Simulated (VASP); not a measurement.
## SnO2: single point with LDA

Crystal: SnO2.

```
Sn O
1.0
    -2.87805    2.87805    3.78710
     2.87805   -2.87805    3.78710
     2.87805    2.87805   -3.78710
Sn O
2 4
Direct
  0.00000 0.00000 0.00000
  0.75000 0.25000 0.50000
  0.37500 0.27900 0.40400
  0.02900 0.62500 0.90400
  0.72100 0.12500 0.09600
  0.87500 0.97100 0.59600
```

```json
{"Program": "VASP 6.6.1", "Task": "single point", "Functional": "LDA", "Potentials or basis": "VASP PAW LDA potentials, release 64 (Sn_d, O)", "Cutoff": "520 eV", "k mesh": "8 × 8 × 8", "Occupations": "gaussian, width 0.02 eV", "Spin": "no spin polarisation", "Dipole correction": "no", "Further INCAR settings": "ALGO = Normal; EDIFF = 1e-07; NBANDS = 35"}
```

```yaml
Pressure: 0.5 GPa
Largest_force: 0.070 eV/Å
Band_gap_on_the_k_mesh: 2.26 eV
```

Forces on the atoms (eV/Å):
```
Sn   0.000  0.000  0.000
Sn   0.000  0.000  0.000
O    0.070  0.000  0.000
O    0.000  0.070  0.000
O    0.000 -0.070  0.000
O   -0.070  0.000  0.000
```

Stress tensor (GPa, compression positive):
```
0.60 0.00 0.00
0.00 0.60 0.00
0.00 0.00 0.25
```

Levels at points of the mesh, in eV from the valence-band top:
```csv
k point,band 24,band 25,band 26,band 27,band 28,band 29
"(0.00, 0.00, 0.00)",-0.35,-0.35,0.00,2.26,7.17,7.26
"(0.50, 0.00, 0.00)",-0.36,-0.23,-0.08,3.82,5.89,7.44
"(0.50, 0.50, 0.00)",-0.26,-0.19,-0.19,4.84,4.84,7.43
"(0.50, 0.50, 0.50)",-0.66,-0.12,-0.12,5.30,5.30,7.11
```

Wall time 6 min on 1 thread of Intel Xeon 8259CL, on a shared host, peak memory 0.34 GiB.

Caveat: spin-orbit coupling is left out, which moves the levels of the heavy elements. A k mesh can miss the band edges.
